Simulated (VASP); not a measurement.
Set up this calculation in VASP 6.6.1, as the native input.

```yaml
Task: single point
Functional: PBE
Potentials_or_basis: VASP PAW PBE potentials, release 64 (Li_sv, H_h)
Cutoff: 910 eV
k_mesh: 8 × 8 × 8
Occupations: gaussian, width 0.1 eV
Spin: no spin polarisation
Dipole_correction: no
Second_run: hard_potentials
Further_INCAR_settings: ALGO = Normal; EDIFF = 1e-06; NBANDS = 10
```

The structure of Li2H lies in POSCAR:

```
Li2H
1.0
   -1.6944716364      1.6944716364      2.7791077223
    1.6944716364     -1.6944716364      2.7791077223
    1.6944716364      1.6944716364     -2.7791077223
Li H
2 1
Direct
    0.5930000000      0.5930000000      0.0000000000
    0.4070000000      0.4070000000      0.0000000000
    0.0000000000      0.0000000000      0.0000000000
```

These files were run (other wordings do the same):

INCAR

```
SYSTEM = Li2H
PREC = Accurate
ENCUT = 910
EDIFF = 1E-6
ISMEAR = 0
SIGMA = 0.1
LREAL = .False.
LASPH = .True.
NELM = 120
ALGO = Normal
ISIF = 2
LWAVE = .False.
LCHARG = .False.
GGA = PE
NBANDS = 10
GGA_COMPAT = .False.
```

KPOINTS

```
regular mesh
0
Gamma
  8 8 8
  0 0 0
```

Potentials or basis: VASP PAW PBE potentials, release 64 (Li_sv, H_h).

Launch:

```sh
$ cat potpaw_PBE.64/Li_sv/POTCAR potpaw_PBE.64/H_h/POTCAR > POTCAR
$ mpirun -np 1 vasp_std > vasp.out
```

Results of the run:

* Pressure: 21.7 GPa
* Largest force: 19.795 eV/Å

Caveat: forces of over 1 eV/Å act on the atoms, so gaps and moduli don't describe the material at rest.

Wall time 15 s on 1 thread of Intel(R) Xeon(R) 6975P-C (Granite Rapids) (shared host), peak memory 0.21 GiB.
